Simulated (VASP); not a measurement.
Write the native input for VASP 6.6.1 that does the following.

* Task: electric field gradients
* Functional: PBE
* Potentials or basis: VASP PAW PBE potentials, release 64 (Sn_d, O)
* Cutoff: 520 eV
* k mesh: 8 × 8 × 6
* Occupations: fermi-dirac, width 0.01 eV
* Spin: no spin polarisation
* Dipole correction: no
* Further INCAR settings: ALGO = Normal; EDIFF = 1e-08; NBANDS = 28

The structure of SnO lies in POSCAR:

```
SnO
1.0
    3.7506153226      0.0000000000      0.0000000000
    0.0000000000      3.7506153226      0.0000000000
    0.0000000000      0.0000000000      4.7706406366
Sn O
2 2
Direct
    0.0000000000      0.5000000000      0.2385000000
    0.5000000000      0.0000000000      0.7615000000
    0.0000000000      0.0000000000      0.0000000000
    0.5000000000      0.5000000000      0.0000000000
```

This cell differs from its parent crystal: volume scaled by 0.96.

One way to write it, as run:

INCAR

```
  ALGO = Normal
  EDIFF = 1E-8
  ENCUT = 520
  GGA = PE
  ISIF = 2
  ISMEAR = -1
  LASPH = T
  LCHARG = F
  LEFG = T
  LREAL = F
  LWAVE = F
  NBANDS = 28
  NELM = 60
  PREC = Accurate
  SIGMA = 0.01
```

KPOINTS

```
k-points
0
Gamma
  8 8 6
```

Potentials or basis: VASP PAW PBE potentials, release 64 (Sn_d, O).

Run with:

```sh
$ cat potpaw_PBE.64/Sn_d/POTCAR potpaw_PBE.64/O/POTCAR > POTCAR
$ mpirun -np 1 vasp_std > vasp.out
```

It gave:

```yaml
Pressure: 9.0 GPa
Largest_force: 1.073 eV/Å
Band_gap_on_the_k_mesh: zero (band 20 reaches 7.88 eV, above the bottom of band 21 at 7.75 eV)
```

Caveat: without QUAD_EFG the Cq values of the log hold for a quadrupole moment of 1 mb, not for the nuclei; spin-orbit coupling is left out, which moves the levels of the heavy elements; forces of over 1 eV/Å act on the atoms, so gaps and moduli don't describe the material at rest.

Wall time 2.6 min on 1 thread of AMD EPYC 7R43 64-Core Processor (Zen 3), on a shared host, peak memory 0.19 GiB.
